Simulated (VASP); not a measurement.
Write the native input for VASP 6.6.1 that does the following.

```
Task                   : single point
Functional             : PBEsol
Potentials or basis    : VASP PAW PBE potentials, release 64 (Cd, Se)
Cutoff                 : 500 eV
k mesh                 : 4 × 4 × 4
Occupations            : gaussian, width 0.01 eV
Spin                   : no spin polarisation
Dipole correction      : no
Further INCAR settings : ALGO = Normal; EDIFF = 1e-06; NBANDS = 16
```

The structure of CdSe lies in POSCAR:

```
CdSe
1.0
    0.0000000000      3.0702710000      3.0702710000
    3.0702710000      0.0000000000      3.0702710000
    3.0702710000      3.0702710000      0.0000000000
Cd Se
1 1
Direct
    0.0000000000      0.0000000000      0.0000000000
    0.7500000000      0.7500000000      0.7500000000
```

These files were run (other wordings do the same):

INCAR

```
ALGO = Normal
EDIFF = 1E-6
ENCUT = 500
GGA = PS
GGA_COMPAT = False
ISIF = 2
ISMEAR = 0
LASPH = True
LCHARG = False
LREAL = False
LWAVE = False
NBANDS = 16
NELM = 120
PREC = Accurate
SIGMA = 0.01
```

KPOINTS

```
k-points
0
Gamma
  4 4 4
```

Potentials or basis: VASP PAW PBE potentials, release 64 (Cd, Se).

The run is started by

```sh
$ cat potpaw_PBE.64/Cd/POTCAR potpaw_PBE.64/Se/POTCAR > POTCAR
$ mpirun -np 1 vasp_std > vasp.out
```

It gave:

| Item | Value |
| --- | --- |
| Pressure | -0.9 GPa |
| Band gap on the k mesh | 0.41 eV, direct |

Caveat: the k points lie up to 0.44 Å⁻¹ apart; the PAW data sets were made with another functional, which shifts forces and pressure a little.

It took 12 s on 1 thread of AMD EPYC 7R13, on a shared host, peak memory 0.14 GiB.
